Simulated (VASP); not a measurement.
Here is a VASP 6.6.1 calculation.

Contents of INCAR:

```
SYSTEM = I
  ALGO = Normal
  EDIFF = 1E-6
  ENCUT = 520
  GGA = PS
  ISIF = 2
  ISMEAR = 0
  LASPH = .True.
  LCHARG = .False.
  LREAL = .False.
  LWAVE = .False.
  NBANDS = 14
  NELM = 80
  PREC = Accurate
  SIGMA = 0.01
```

KPOINTS

```
k-points
0
Gamma
  1 1 1
  0 0 0
```

Contents of POSCAR:

```
I
1.0
   13.0000000000      0.0000000000      0.0000000000
    0.0000000000     13.3000000000      0.0000000000
    0.0000000000      0.0000000000     13.6000000000
I
2
Direct
    0.3977710352      0.5000000000      0.5000000000
    0.6022289648      0.5000000000      0.5000000000
```

Potentials or basis: VASP PAW PBE potentials, release 64 (I).

Command:

```sh
$ cat potpaw_PBE.64/I/POTCAR > POTCAR
$ mpirun -np 1 vasp_gam > vasp.out
```

Question: Predict the largest force.

Answer: 0.010 eV/Å.

Question: What does it give for the gap between the frontier levels?

Answer: 1.88 eV.

Forces on the atoms (eV/Å):
```
I   -0.010  0.000  0.000
I    0.010  0.000  0.000
```

Caveat: the PAW data sets were made with another functional, which shifts forces and pressure a little; spin-orbit coupling is left out, which moves the levels of the heavy elements.
